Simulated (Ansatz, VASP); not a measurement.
ZrB2: VASP beside Ansatz

INCAR

```
SYSTEM = ZrB2
PREC = Accurate ; ENCUT = 500
EDIFF = 1E-6 ; ISMEAR = -1
SIGMA = 0.05 ; LREAL = .FALSE.
LASPH = .TRUE. ; NELM = 120
ALGO = Normal ; ISIF = 2
LWAVE = .FALSE. ; LCHARG = .TRUE.
GGA = PS ; LELF = .TRUE.
LVHAR = .TRUE. ; NBANDS = 16
GGA_COMPAT = .FALSE.
```

KPOINTS

```
Automatic mesh
0
G
  10 10 8
  0 0 0
```

POSCAR

```
ZrB2
1.0
    3.1700000000      0.0317000000      0.0000000000
   -1.5575469947      2.7294505300      0.0000000000
    0.0000000000      0.0000000000      3.5330000000
Zr B
1 2
Direct
    0.0000000000      0.0000000000      0.0000000000
    0.6666666667      0.3333333333      0.5000000000
    0.3333333333      0.6666666667      0.5000000000
```

input.yaml

```yaml
crystal:
  lattice:
    - [3.17, 0.0317, 0.0]
    - [-1.5575469947, 2.72945053, 0.0]
    - [0.0, 0.0, 3.533]
  atoms:
    - { symbol: Zr, position: [0.0, 0.0, 0.0] }
    - { symbol: B, position: [0.6666666667, 0.3333333333, 0.5] }
    - { symbol: B, position: [0.3333333333, 0.6666666667, 0.5] }
kpoints:
  mp_grid: { grid: [10, 10, 8] }
  band_path:
    path:
      - [0.0, 0.0, 0.0]
      - [0.5, 0.0, 0.0]
      - [0.6665333067, -0.3390418884, 0.0]
      - [0.5, -0.5, 0.0]
      - [0.5, -0.5, 0.5]
      - [0.3334666933, -0.6609581116, 0.5]
      - [0.0, -0.5, 0.5]
      - [0.0, -0.5, 0.0]
    npoints: 12
scf:
  occupations: { method: fermi_dirac, width: 0.05 }
hamiltonian:
  xc: pbesol
  pseudopotentials: { kind: all_electron, lapw: { basis_error: 0.002 } }
output:
  forces: true
  stress: true
  eigenvalues: true
```

Change from the starting cell: strain_shear_xy = 0.02.

Alike in both runs: functional PBEsol; k mesh 10 × 10 × 8; occupations fermi-dirac, width 0.05 eV; no spin polarisation.

|  | VASP | Ansatz |
| --- | --- | --- |
| version | VASP 6.6.1 | Ansatz 0.2.0 |
| potentials or method | VASP PAW PBE potentials, release 64 (Zr_sv, B), cutoff 500 eV | all-electron LAPW, scalar-relativistic |
| task | single point | band structure |

|  | VASP | Ansatz | Ansatz less VASP |
| --- | --- | --- | --- |
| gap on the k mesh at the Fermi level (eV) | none | none | - |
| pressure (GPa) | -3.6 | -4.0 | -0.33 |
| traceless stress, the component that is largest in VASP (GPa) | -5.05 | -5.05 | +0.006 |
| rms of the force components (eV/Å) | 0.014 | 0.015 | +0.0005 |

VASP's potentials were made for PBE, not for PBEsol. Atom by atom the forces differ by 0.001 eV/Å (rms over components). A gap of «none» marks a metal or a gap that the smearing closes. Ansatz ran all-electron here, and VASP with PAW potentials.
